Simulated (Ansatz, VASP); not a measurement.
# One calculation of GaSb3, two programs

```
Ga Sb
1.0
    -3.22379    3.22379    3.22379
     3.22379   -3.22379    3.22379
     3.22379    3.22379   -3.22379
Ga Sb
1 3
Direct
  0.00000 0.00000 0.00000
  0.00000 0.50000 0.50000
  0.50000 0.00000 0.50000
  0.50000 0.50000 0.00000
```

Alike in both runs: task single point; functional PBE; k mesh 4 × 4 × 4; occupations gaussian, width 0.1 eV; no spin polarisation.

|  | VASP | Ansatz |
| --- | --- | --- |
| version | VASP 6.6.1 | Ansatz 0.2.0 |
| potentials or method | VASP PAW PBE potentials, release 64 (Ga_d, Sb), cutoff 520 eV | scalar-relativistic, plane waves, PAW |
| valence electrons in the cell | 28 | 58 |

|  | VASP | Ansatz | Ansatz less VASP |
| --- | --- | --- | --- |
| gap on the k mesh at the Fermi level (eV) | none | none | - |
| pressure (GPa) | -6.6 | -6.6 | +0.04 |

A gap of «none» marks a metal or a gap that the smearing closes. With one functional, cell and mesh, what is left measures potentials, basis and numerics. VASP's potentials hold 28 valence electrons a cell and Ansatz's 58, so a difference there can come from the potentials and not from the codes.

Spin-orbit coupling is off throughout.
